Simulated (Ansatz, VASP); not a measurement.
As in VASP and in Ansatz

Contents of INCAR:

```
SYSTEM = As
PREC = Accurate
ENCUT = 520
EDIFF = 1E-7
ISMEAR = -1
SIGMA = 0.05
LREAL = .FALSE.
LASPH = .TRUE.
NELM = 150
ALGO = Normal
ISIF = 2
LWAVE = .FALSE.
LCHARG = .FALSE.
LNONCOLLINEAR = .TRUE.
MAGMOM = 0 0 0 0 0 0
LORBIT = 11
LSORBIT = .TRUE.
GGA_COMPAT = .FALSE.
LORBMOM = .TRUE.
GGA = RE
IVDW = 12
NBANDS = 22
```

KPOINTS

```
Automatic mesh
0
G
  9 9 9
  0 0 0
```

File POSCAR:

```
As
1.0
    1.8807968987      1.0858785957      3.5140619945
   -1.8807968987      1.0858785957      3.5140619945
    0.0000000000     -2.1717571915      3.5140619945
As
2
Direct
    0.2260000000      0.2260000000      0.2260000000
    0.7740000000      0.7740000000      0.7740000000
```

The input input.yaml:

```yaml
crystal:
  lattice:
    - [1.8807968987, 1.0858785957, 3.5140619945]
    - [-1.8807968987, 1.0858785957, 3.5140619945]
    - [0.0, -2.1717571915, 3.5140619945]
  atoms:
    - { symbol: As, position: [0.226, 0.226, 0.226] }
    - { symbol: As, position: [0.774, 0.774, 0.774] }
hamiltonian:
  xc: revpbe
  pseudopotentials: { kind: paw_fr }
  dispersion: d3bj
magnetization:
  noncollinear: true
  spin_orbit: true
kpoints:
  mp_grid: { grid: [9, 9, 9] }
scf:
  occupations: { method: fermi_dirac, width: 0.05 }
output:
  forces: true
  stress: true
  eigenvalues: true
  bader: true
  populations: intrinsic
```

Alike in both runs: functional revPBE; dispersion D3(BJ); k mesh 9 × 9 × 9; occupations fermi-dirac, width 0.05 eV; non-collinear spin, spin-orbit coupling.

|  | VASP | Ansatz |
| --- | --- | --- |
| version | VASP 6.6.1 | Ansatz 0.2.0 |
| potentials or method | VASP PAW PBE potentials, release 64 (As) | Ansatz PAW |
| plane-wave cutoff (eV) | 520 | 420 |
| valence electrons in the cell | 10 | 30 |
| task | single point | atomic charges |

```tsv
	VASP	Ansatz	Ansatz less VASP
pressure (GPa)	-1.0	-1.3	-0.28
traceless stress, the component that is largest in VASP (GPa)	-0.68	-0.58	+0.100
rms of the force components (eV/Å)	0.292	0.259	-0.0335
net moment per atom (μB)	0.00	0.00	0.000
```

VASP's potentials were made for PBE, not for revPBE. Atom by atom the forces differ by 0.033 eV/Å (rms over components). VASP's potentials hold 10 valence electrons a cell and Ansatz's 30, so a difference there can come from the potentials and not from the codes.
